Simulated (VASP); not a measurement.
Input of a VASP 6.6.1 run:

The input INCAR:

```
PREC = Accurate
ENCUT = 520
EDIFF = 1E-8
ISMEAR = -1
SIGMA = 0.01
LREAL = False
LASPH = True
NELM = 120
ALGO = Normal
ISIF = 2
LWAVE = False
LCHARG = False
GGA = PS
LEFG = True
NBANDS = 14
GGA_COMPAT = False
```

The input KPOINTS:

```
Automatic mesh
0
Gamma
  10 10 10
```

File POSCAR:

```
HfN
1.0
    0.0000000000      2.2815900000      2.2590000000
    2.2815900000      0.0000000000      2.2590000000
    2.2815900000      2.2815900000      0.0000000000
Hf N
1 1
Direct
    0.0000000000      0.0000000000      0.0000000000
    0.5000000000      0.5000000000      0.5000000000
```

Potentials or basis: VASP PAW PBE potentials, release 64 (Hf_pv, N).

Launch:

```bash
$ cat potpaw_PBE.64/Hf_pv/POTCAR potpaw_PBE.64/N/POTCAR > POTCAR
$ mpirun -np 1 vasp_std > vasp.out
```

**Question.** Predict the pressure.

**Answer.** -10.2 GPa.

Stress tensor (GPa, compression positive):
```
-11.61   0.00   0.00
  0.00 -11.61   0.00
  0.00   0.00  -7.47
```

Caveat: the cell differs from its parent crystal (equal xx and yy strain of +1 %); without QUAD_EFG the Cq values of the log hold for a quadrupole moment of 1 mb, not for the nuclei; the PAW data sets were made with another functional, which shifts forces and pressure a little.
